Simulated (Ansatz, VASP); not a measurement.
Pb: VASP beside Ansatz

```xyz
1
Lattice="-2.0001 2.0001 2.0001 2.0001 -2.0001 2.0001 2.0001 2.0001 -2.0001" Properties=species:S:1:pos:R:3 pbc="T T T"
Pb    0.0000    0.0000    0.0000
```

Alike in both runs: functional PBE; k mesh 15 × 15 × 15; occupations fermi-dirac, width 0.05 eV; no spin polarisation.

Ansatz relaxed the structure, and its values are those at the end. VASP's run is a single point on that final structure, the one shown.

|  | VASP | Ansatz |
| --- | --- | --- |
| version | VASP 6.6.1 | Ansatz 0.2.0 |
| potentials or method | VASP PAW PBE potentials, release 64 (Pb_d) | PAW with Ansatz's default frozen-core files, scalar-relativistic |
| plane-wave cutoff (eV) | 520 | 420 |
| valence electrons in the cell | 14 | 14 |

```csv
,VASP,Ansatz,Ansatz less VASP
pressure (GPa),0.0,0.0,+0.06
```

Neither program's run includes spin-orbit coupling.
